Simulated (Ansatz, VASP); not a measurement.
# CdF2: VASP beside Ansatz

Contents of INCAR:

```
PREC = Accurate
ENCUT = 520
EDIFF = 1E-8
ISMEAR = -1
SIGMA = 0.02
LREAL = F
LASPH = T
NELM = 120
ALGO = Normal
ISIF = 2
LWAVE = F
LCHARG = F
GGA = CA
LEFG = T
NBANDS = 24
GGA_COMPAT = F
```

The input KPOINTS:

```
Automatic mesh
0
Gamma
  8 8 8
```

File POSCAR:

```
CdF2
1.0
    0.0000000000      2.6940000000      2.6940000000
    2.6940000000      0.0000000000      2.6940000000
    2.6940000000      2.6940000000      0.0000000000
Cd F
1 2
Direct
    0.0000000000      0.0000000000      0.0000000000
    0.2500000000      0.2500000000      0.2500000000
    0.7500000000      0.7500000000      0.7500000000
```

Input for Ansatz:

```yaml
crystal:
  lattice:
    - [0.0, 2.694, 2.694]
    - [2.694, 0.0, 2.694]
    - [2.694, 2.694, 0.0]
  atoms:
    - { symbol: Cd, position: [0.0, 0.0, 0.0] }
    - { symbol: F, position: [0.25, 0.25, 0.25] }
    - { symbol: F, position: [0.75, 0.75, 0.75] }
kpoints:
  mp_grid: { grid: [8, 8, 8] }
  band_path:
    path:
      - [0.0, 0.0, 0.0]
      - [0.5, 0.0, 0.5]
      - [0.625, 0.25, 0.625]
      - [0.375, 0.375, 0.75]
      - [0.0, 0.0, 0.0]
      - [0.5, 0.5, 0.5]
      - [0.5, 0.25, 0.75]
      - [0.5, 0.0, 0.5]
    npoints: 14
scf:
  occupations: { method: fermi_dirac, width: 0.02 }
hamiltonian:
  xc: lda
  pseudopotentials: { kind: paw }
output:
  forces: true
  stress: true
  eigenvalues: true
  efg: { contact_densities: true }
  populations: true
  bader: true
  dos: { projected: true, de: 0.2, e_range: [-14, 8] }
  write_density: true
  write_potential: true
  elf: true
  volumetric_format: npy
```

Alike in both runs: task electric field gradients; functional LDA; k mesh 8 × 8 × 8; occupations fermi-dirac, width 0.02 eV; no spin polarisation.

|  | VASP | Ansatz |
| --- | --- | --- |
| version | VASP 6.6.1 | Ansatz 0.2.0 |
| potentials or method | VASP PAW LDA potentials, release 64 (Cd_sv_GW, F) | PAW with Ansatz's default frozen-core files, scalar-relativistic |
| plane-wave cutoff (eV) | 520 | 420 |
| valence electrons in the cell | 34 | 34 |

|  | VASP | Ansatz | Ansatz less VASP |
| --- | --- | --- | --- |
| gap on the k mesh at the Fermi level (eV) | 2.81 | 2.81 | 0.000 |

LDA's correlation is that of Perdew and Zunger in VASP and of Perdew and Wang (1992) in Ansatz.
